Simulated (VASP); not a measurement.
The system is PbF2.

```
Pb F
1.0
     0.00000    2.96366    2.96366
     2.96366    0.00000    2.96366
     2.96366    2.96366    0.00000
Pb F
1 2
Direct
  0.00000 0.00000 0.00000
  0.75000 0.75000 0.75000
  0.25000 0.25000 0.25000
```

Base run:

- Program: VASP 6.6.1
- Functional: PBE-based global hybrid with 25 % exact exchange
- Potentials or basis: VASP PAW PBE potentials, release 64 (Pb_d, F)
- Cutoff: 520 eV
- k mesh: 5 × 5 × 5
- Occupations: fermi-dirac, width 0.05 eV
- Spin: no spin polarisation

Its results: band gap on the k mesh 6.58 eV (least direct gap 6.84 eV); pressure 0.7 GPa.

Task: The run is repeated on the same cell with these changes: functional from PBE-based global hybrid with 25 % exact exchange to PBE-based screened hybrid with 25 % exact exchange; k mesh from 5 × 5 × 5 to 4 × 4 × 4. What comes out?

Result: Band gap on the k mesh 5.49 eV (least direct gap 5.63 eV); pressure 0.9 GPa.

Several settings changed at once.

Caveats: some runs use coarse meshes; the PAW data sets were made with another functional, which shifts forces and pressure a little; spin-orbit coupling is left out, which moves the levels of the heavy elements; an odd mesh through Γ misses points on the zone boundary, where band edges can lie (at least some runs).
